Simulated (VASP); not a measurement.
# Ta2C (P-3m1) in VASP: a series of runs, part 2 of 2

VASP 6.6.1.

### Step 4. Single point, r2SCAN (uniaxial strain along c: +3.0 %)

File POSCAR:

```
Ta2C
1.0
    3.0868382229      0.0000000000      0.0000000000
   -1.5434191114      2.6732803184      0.0000000000
    0.0000000000      0.0000000000      5.0905679149
Ta C
2 1
Direct
    0.3333333339      0.6666666661      0.2524074385
    0.6666666661      0.3333333339      0.7475925615
    0.0000000000      0.0000000000      0.0000000000
```

File INCAR.step1:

```
ALGO = Normal
EDIFF = 1E-4
ENCUT = 520
GGA = PE
ISMEAR = 0
LASPH = T
LCHARG = F
LREAL = F
LWAVE = T
NBANDS = 20
NELM = 60
PREC = Accurate
SIGMA = 0.1
```

File INCAR.step2:

```
ALGO = Normal
EDIFF = 1E-6
ENCUT = 520
ISIF = 2
ISMEAR = 0
ISTART = 1
LASPH = T
LCHARG = F
LMIXTAU = T
LREAL = F
LWAVE = F
METAGGA = R2SCAN
NBANDS = 20
NELM = 60
PREC = Accurate
SIGMA = 0.1
```

File KPOINTS:

```
k-points
0
Gamma
  18 18 10
```

The run is started by

```sh
$ cat potpaw_PBE.64/Ta_pv/POTCAR potpaw_PBE.64/C/POTCAR > POTCAR
$ cp INCAR.step1 INCAR
$ mpirun -np 1 vasp_std > vasp.out
$ cp INCAR.step2 INCAR
$ mpirun -np 1 vasp_std > vasp.out
```

Wall time 11 min (1 thread of Oxide Virtual Turin-like, shared host); peak memory 0.33 GiB.

The run converged. Its results:

| Item | Value |
| --- | --- |
| Free energy | -109.1174 eV |
| Pressure | -3.0 GPa |
| Largest force | 0.037 eV/Å |
| Band gap on the k mesh | zero (bands 13 and 14 overlap by 0.66 eV) |

Forces in eV/Å, atoms in the order of the input:
```
Ta   0.000  0.000 -0.037
Ta   0.000  0.000  0.037
C    0.000  0.000  0.000
```

Stress tensor (GPa, compression positive):
```
  1.60   0.00   0.00
  0.00   1.60   0.00
  0.00   0.00 -12.09
```

Levels at points of the mesh, in eV from the Fermi level:
```csv
k point,band 9,band 10,band 11,band 12,band 13,band 14,band 15,band 16,band 17,band 18
"(0.00, 0.00, 0.00)",-3.72,-3.65,-3.65,-0.32,0.49,0.49,1.41,1.41,2.46,2.46
"(0.50, 0.00, 0.00)",-4.84,-4.10,-3.84,-2.01,-0.47,2.88,3.82,4.49,5.32,5.34
"(0.00, 0.00, 0.50)",-3.87,-3.87,-2.19,-2.00,-0.10,-0.10,2.91,2.91,3.45,3.45
"(0.50, 0.00, 0.50)",-5.04,-3.72,-2.75,-1.45,-1.18,1.27,1.64,4.64,5.05,5.06
```

Caveat: the cell differs from its parent crystal (uniaxial strain along c: +3.0 %); the stress differs along the axes, from -12 to 2 GPa; the PAW data sets were made with another functional, which shifts forces and pressure a little; spin-orbit coupling is left out, which moves the levels of the heavy elements.

### Step 5. Single point, r2SCAN (uniaxial strain along c: +3.0 %, then relaxed in part)

File POSCAR:

```
Ta2C
1.0
    3.0912150509      0.0000000000      0.0000000000
   -1.5456075254      2.6770707626      0.0000000000
    0.0000000000      0.0000000000      5.0905679149
Ta C
2 1
Direct
    0.3333333337      0.6666666663      0.2516838487
    0.6666666663      0.3333333337      0.7483161513
    0.0000000000      0.0000000000      0.0000000000
```

File INCAR.step1:

```
  ALGO = Normal
  EDIFF = 1E-4
  ENCUT = 520
  GGA = PE
  ISMEAR = 0
  LASPH = T
  LCHARG = F
  LREAL = F
  LWAVE = T
  NBANDS = 20
  NELM = 80
  PREC = Accurate
  SIGMA = 0.1
```

File INCAR.step2:

```
  ALGO = Normal
  EDIFF = 1E-6
  ENCUT = 520
  ISIF = 2
  ISMEAR = 0
  ISTART = 1
  LASPH = T
  LCHARG = F
  LMIXTAU = T
  LREAL = F
  LWAVE = F
  METAGGA = R2SCAN
  NBANDS = 20
  NELM = 80
  PREC = Accurate
  SIGMA = 0.1
```

KPOINTS is that of step 4.

The run is started by

```sh
$ cat potpaw_PBE.64/Ta_pv/POTCAR potpaw_PBE.64/C/POTCAR > POTCAR
$ cp INCAR.step1 INCAR
$ mpirun -np 1 vasp_std > vasp.out
$ cp INCAR.step2 INCAR
$ mpirun -np 1 vasp_std > vasp.out
```

It took 12 min on 1 thread of Oxide Virtual Turin-like, shared host; peak memory 0.34 GiB.

It converged, with:

```yaml
Free_energy: -109.1183 eV
Pressure: -3.5 GPa
Largest_force: 0.041 eV/Å
Band_gap_on_the_k_mesh: zero (bands 13 and 14 overlap by 0.65 eV)
```

Forces in eV/Å, atoms in the order of the input:
```
Ta   0.000  0.000  0.041
Ta   0.000  0.000 -0.041
C    0.000  0.000  0.000
```

Stress tensor (GPa, compression positive):
```
  0.81   0.00   0.00
  0.00   0.81   0.00
  0.00   0.00 -12.12
```

Levels at points of the mesh, in eV from the Fermi level:
```
           k point  band 10  band 11  band 12  band 13  band 14  band 15  band 16  band 17
(0.00, 0.00, 0.00)    -3.68    -3.68    -0.31     0.49     0.49     1.39     1.39     2.47
(0.50, 0.00, 0.00)    -4.12    -3.82    -2.00    -0.48     2.91     3.79     4.47     5.29
(0.00, 0.00, 0.50)    -3.89    -2.14    -2.01    -0.10    -0.10     2.88     2.88     3.45
(0.50, 0.00, 0.50)    -3.74    -2.74    -1.45    -1.19     1.31     1.66     4.60     5.02
```

Caveat: the cell differs from its parent crystal (uniaxial strain along c: +3.0 %, then relaxed in part); the stress differs along the axes, from -12 to 1 GPa; the PAW data sets were made with another functional, which shifts forces and pressure a little; spin-orbit coupling is left out, which moves the levels of the heavy elements.

### Step 6. Relaxation of shape and atoms at fixed volume, r2SCAN (14.21 Å³/atom)

This run uses another cell than the first one, of 14.21 Å³/atom.

File POSCAR:

```
Ta2C
1.0
    3.1409601666      0.0000000000      0.0000000000
   -1.5704800833      2.7201512965      0.0000000000
    0.0000000000      0.0000000000      4.9912357821
Ta C
2 1
Direct
    0.3333333333      0.6666666667      0.2535635792
    0.6666666667      0.3333333333      0.7464364208
    0.0000000000      0.0000000000      0.0000000000
```

File INCAR.step1:

```
PREC     = Accurate       # precision mode
ENCUT    = 600            # plane-wave cutoff, eV
ISMEAR   = 0              # smearing method
SIGMA    = 0.1            # smearing width, eV
LREAL    = F              # projectors in reciprocal space
LASPH    = T              # aspherical terms in the spheres
NELM     = 100            # most SCF steps
GGA      = PE             # functional
ALGO     = Normal         # electronic algorithm
EDIFF    = 1E-4           # SCF threshold, eV
LWAVE    = T              # write WAVECAR
LCHARG   = F              # write CHGCAR
KPAR     = 4
```

File INCAR.step2:

```
PREC     = Accurate       # precision mode
ENCUT    = 600            # plane-wave cutoff, eV
EDIFF    = 1E-6           # SCF threshold, eV
ISMEAR   = 0              # smearing method
SIGMA    = 0.1            # smearing width, eV
LREAL    = F              # projectors in reciprocal space
LASPH    = T              # aspherical terms in the spheres
NELM     = 100            # most SCF steps
ALGO     = Normal         # electronic algorithm
ISIF     = 4              # what is computed and relaxed
LWAVE    = F              # write WAVECAR
LCHARG   = F              # write CHGCAR
METAGGA  = R2SCAN         # meta-GGA
LMIXTAU  = T            
IBRION   = 2              # ionic algorithm
NSW      = 50             # ionic steps
EDIFFG   = -0.01          # ionic threshold
ISTART   = 1            
KPAR     = 4
```

File KPOINTS:

```
Automatic mesh
0
Gamma
  18 18 8
```

Potentials or basis: VASP PAW PBE potentials, release 64 (Ta_pv, C).

The run is started by

```sh
$ cat potpaw_PBE.64/Ta_pv/POTCAR potpaw_PBE.64/C/POTCAR > POTCAR
$ cp INCAR.step1 INCAR
$ mpirun -np 4 vasp_std > vasp.out
$ cp INCAR.step2 INCAR
$ mpirun -np 4 vasp_std > vasp.out
```

Wall time 20 min (4 MPI ranks of Oxide Virtual Turin-like, shared host); peak memory 0.34 GiB.

The run converged. Its results:

```yaml
Free_energy: -109.1456 eV
Energy_gained_by_relaxing: 0.4 meV/atom
Ionic_steps: 4
Pressure_after_relaxing: -6.9 GPa
Band_gap_on_the_k_mesh: zero (bands 13 and 14 overlap by 0.73 eV)
```

The path:
```
step  energy change (eV)  largest force (eV/Å)  pressure (GPa)  volume (Å³)
   1              0.0000                0.1892           -7.36        42.64
   2             -0.0011                0.0622           -6.80        42.64
   3             -0.0013                0.0042           -6.95        42.64
   4             -0.0013                0.0002           -6.94        42.64
```

Final structure:
```xyz
3
Lattice="3.1413 0.0000 0.0000 -1.5707 2.7205 0.0000 0.0000 0.0000 4.9901" Properties=species:S:1:pos:R:3 pbc="T T T"
Ta    0.0000    1.8136    1.2584
Ta    1.5707    0.9068    3.7317
C     0.0000    0.0000    0.0000
```

Levels at points of the mesh, in eV from the Fermi level:
| k point | band 11 | band 12 | band 13 | band 14 | band 15 | band 16 |
| --- | --- | --- | --- | --- | --- | --- |
| (0.00, 0.00, 0.00) | -3.54 | 0.03 | 0.50 | 0.50 | 1.11 | 1.11 |
| (0.50, 0.00, 0.00) | -3.74 | -2.10 | -0.52 | 3.30 | 3.43 | 4.45 |
| (0.00, 0.00, 0.50) | -1.86 | -1.83 | -0.23 | -0.23 | 2.84 | 2.84 |
| (0.50, 0.00, 0.50) | -2.58 | -1.53 | -1.25 | 1.47 | 1.51 | 4.27 |

Caveat: the PAW data sets were made with another functional, which shifts forces and pressure a little; spin-orbit coupling is left out, which moves the levels of the heavy elements.

### Step 7. Summary

| task | cell | k mesh | cutoff (eV) | gap on the mesh (eV) | pressure (GPa) | largest force (eV/Å) |
| --- | --- | --- | --- | --- | --- | --- |
| relaxation of shape and atoms at fixed volume | relaxed from a = 3.079, b = 3.079, c = 4.892 Å, angles 90.0, 90.0, 120.0°, 3 atoms, atomic positions A | 18 × 18 × 8 | 600 | none | 9.6 | 0.01 |
| relaxation of cell and atoms | relaxed to 5 GPa from a = 3.092, b = 3.092, c = 4.913 Å, angles 90.0, 90.0, 120.0°, 3 atoms, atomic positions B | 18 × 18 × 8 | 600 | none | 5.0 | - |
| single point | a = 3.087, b = 3.087, c = 5.091 Å, angles 90.0, 90.0, 120.0°, 3 atoms, atomic positions C | 18 × 18 × 10 | 520 | none | -3.0 | 0.04 |
| single point | a = 3.091, b = 3.091, c = 5.091 Å, angles 90.0, 90.0, 120.0°, 3 atoms, atomic positions D | 18 × 18 × 10 | 520 | none | -3.5 | 0.04 |
| relaxation of shape and atoms at fixed volume | relaxed from a = 3.141, b = 3.141, c = 4.991 Å, angles 90.0, 90.0, 120.0°, 3 atoms, atomic positions A | 18 × 18 × 8 | 600 | none | -6.9 | - |

Alike in all rows: level r2SCAN; potentials or basis VASP PAW PBE potentials, release 64 (Ta_pv, C); no spin polarisation; smearing gaussian 0.1 eV.

Caveats: the PAW data sets were made with another functional, which shifts forces and pressure a little; spin-orbit coupling is left out, which moves the levels of the heavy elements; the cell is relaxed towards a set pressure, so the run minimises the enthalpy, not the energy (at least some runs); the stress differs along the axes, from -12 to 2 GPa (at least some runs); the stress differs along the axes, from -12 to 1 GPa (at least some runs).

Total energies depend on the potentials used, so only differences within one code and one set of settings carry meaning.
